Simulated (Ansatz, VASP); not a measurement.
Two plane-wave programs on MgS

The input INCAR:

```
SYSTEM = MgS
  PREC = Accurate
  ENCUT = 520
  EDIFF = 1E-6
  ISMEAR = 0
  SIGMA = 0.05
  LREAL = .FALSE.
  LASPH = .TRUE.
  NELM = 80
  ALGO = Normal
  ISIF = 2
  LWAVE = .FALSE.
  LCHARG = .FALSE.
  GGA = CA
  NBANDS = 11
```

The input KPOINTS:

```
Automatic mesh
0
G
  8 8 8
  0 0 0
```

File POSCAR:

```
MgS
1.0
    0.0000000000      2.7317325000      2.6016500000
    2.7317325000      0.0000000000      2.6016500000
    2.7317325000      2.7317325000      0.0000000000
Mg S
1 1
Direct
    0.0000000000      0.0000000000      0.0000000000
    0.5000000000      0.5000000000      0.5000000000
```

Input for Ansatz:

```yaml
crystal:
  lattice:
    - [0.0, 2.7317325, 2.60165]
    - [2.7317325, 0.0, 2.60165]
    - [2.7317325, 2.7317325, 0.0]
  atoms:
    - { symbol: Mg, position: [0.0, 0.0, 0.0] }
    - { symbol: S, position: [0.5, 0.5, 0.5] }
basis:
  ecutwfc: 420
kpoints:
  mp_grid: { grid: [8, 8, 8] }
hamiltonian:
  xc: lda
scf:
  occupations: { method: gaussian, width: 0.05 }
output:
  forces: true
  stress: true
  eigenvalues: true
```

Change from the starting cell: strain +0.050 along x and y, +0.000 along z, atoms carried along.

Alike in both runs: task single point; functional LDA; k mesh 8 × 8 × 8; occupations gaussian, width 0.05 eV; no spin polarisation.

|  | VASP | Ansatz |
| --- | --- | --- |
| version | VASP 6.6.1 | Ansatz 0.2.0 |
| potentials or method | VASP PAW LDA potentials, release 64 (Mg, S), cutoff 520 eV | scalar-relativistic, plane waves, PAW |
| valence electrons in the cell | 8 | 16 |

|  | VASP | Ansatz | Ansatz less VASP |
| --- | --- | --- | --- |
| gap on the k mesh at the Fermi level (eV) | 2.16 | 2.17 | +0.008 |
| least direct gap on the mesh (eV) | 2.71 | 2.70 | -0.006 |
| pressure (GPa) | -9.0 | -8.5 | +0.49 |
| traceless stress, the component that is largest in VASP (GPa) | 1.75 | 1.77 | +0.016 |

LDA's correlation is that of Perdew and Zunger in VASP and of Perdew and Wang (1992) in Ansatz. VASP's potentials hold 8 valence electrons a cell and Ansatz's 16, so a difference there can come from the potentials and not from the codes.
